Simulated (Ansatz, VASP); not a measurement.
**CdS: VASP beside Ansatz**

```
Cd S
1.0
     4.16471    0.00000    0.00000
    -2.08235    3.60674    0.00000
     0.00000    0.00000    6.76789
Cd S
2 2
Cartesian
  0.0000 2.4045 -0.0621
  2.0824 1.2022 3.3218
  0.0000 2.4045 2.6136
  2.0824 1.2022 5.9976
```

Change from the starting cell: polar distortion scaled by 0.85.

Alike in both runs: task single point; functional r2SCAN; k mesh 9 × 9 × 4; no spin polarisation.

|  | VASP | Ansatz |
| --- | --- | --- |
| version | VASP 6.6.1 | Ansatz 0.2.0 |
| potentials or method | VASP PAW PBE potentials, release 64 (Cd, S), cutoff 520 eV | scalar-relativistic, plane waves, PAW |
| occupations | gaussian, width 0.01 eV | fixed |
| valence electrons in the cell | 36 | 52 |

VASP gave:

| Quantity | Value |
| --- | --- |
| gap on the k mesh at the Fermi level (eV) | 1.67 |
| least direct gap on the mesh (eV) | 1.67 |
| pressure (GPa) | 0.6 |
| traceless stress, the component that is largest in VASP (GPa) | -2.41 |
| rms of the force components (eV/Å) | 0.251 |

Question: What did Ansatz give for the same quantities?

Answer: gap on the k mesh at the Fermi level (eV): 1.67; least direct gap on the mesh (eV): 1.67; pressure (GPa): 0.3; traceless stress, the component that is largest in VASP (GPa): -2.33; rms of the force components (eV/Å): 0.244.

VASP's potentials were made for PBE, not for r2SCAN. Atom by atom the forces differ by 0.006 eV/Å (rms over components). VASP's potentials hold 36 valence electrons a cell and Ansatz's 52, so a difference there can come from the potentials and not from the codes.
